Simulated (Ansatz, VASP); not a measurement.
**Co: VASP beside Ansatz**

The input INCAR:

```
SYSTEM = Co
ALGO     = Normal         ! electronic algorithm
EDIFF    = 1E-6           ! SCF threshold, eV
ENCUT    = 600            ! plane-wave cutoff, eV
GGA_COMPAT= .False.      
ISIF     = 2              ! what is computed and relaxed
ISMEAR   = -1             ! smearing method
ISPIN    = 2              ! spin polarisation
LASPH    = .True.         ! aspherical terms in the spheres
LCHARG   = .False.        ! write CHGCAR
LMAXMIX  = 4              ! l up to which the mixer works
LORBIT   = 11             ! projections on sites
LREAL    = .False.        ! projectors in reciprocal space
LWAVE    = .False.        ! write WAVECAR
MAGMOM   = 1.655 1.655    ! initial moments
NBANDS   = 28             ! bands
NELM     = 200            ! most SCF steps
PREC     = Accurate       ! precision mode
SIGMA    = 0.05           ! smearing width, eV
```

The input KPOINTS:

```
k-points
0
Gamma
  13 13 13
  0 0 0
```

POSCAR

```
Co
1.0
    2.7705954749      0.0000000000      0.0000000000
    0.0000000000      2.7705954749      0.0000000000
    0.0000000000      0.0000000000      2.7705954749
Co
2
Direct
    0.0000000000      0.0000000000      0.0000000000
    0.5000000000      0.5000000000      0.5000000000
```

Input for Ansatz:

```yaml
crystal:
  lattice:
    - [2.7705954749, 0.0, 0.0]
    - [0.0, 2.7705954749, 0.0]
    - [0.0, 0.0, 2.7705954749]
  atoms:
    - { symbol: Co, position: [0.0, 0.0, 0.0], spin: 1.655 }
    - { symbol: Co, position: [0.5, 0.5, 0.5], spin: 1.655 }
hamiltonian:
  xc: lda
  pseudopotentials:
    kind: paw
    azcp:
      Co: "pseudopotentials/Co.paw.azcp"
basis:
  ecutwfc: 420
  fft_grid_basis: typed
kpoints:
  mp_grid: { grid: [13, 13, 13], shift: [0, 0, 0] }
magnetization:
  spin_polarized: true
scf:
  occupations: { method: fermi_dirac, width: 0.05 }
  lower_state_search: "off"
output:
  stress: true
```

Alike in both runs: task single point; functional LDA; k mesh 13 × 13 × 13; occupations fermi-dirac, width 0.05 eV; collinear spin.

|  | VASP | Ansatz |
| --- | --- | --- |
| version | VASP 6.6.1 | Ansatz 0.2.0 |
| potentials or method | VASP PAW LDA potentials, release 64 (Co_sv), cutoff 600 eV | plane waves (420 eV) with PAW, scalar-relativistic |
| valence electrons in the cell | 34 | 34 |

```csv
,VASP,Ansatz,Ansatz less VASP
pressure (GPa),-13.5,-9.7,+3.76
net moment per atom (μB),1.65,1.68,+0.026
size of the moment on the site where the two differ most (μB),1.67,1.72,+0.045
```

Ansatz warns that its potentials were made for another functional, while VASP's fit it. LDA's correlation is that of Perdew and Zunger in VASP and of Perdew and Wang (1992) in Ansatz. Site moments also hang on the region over which each program counts them.
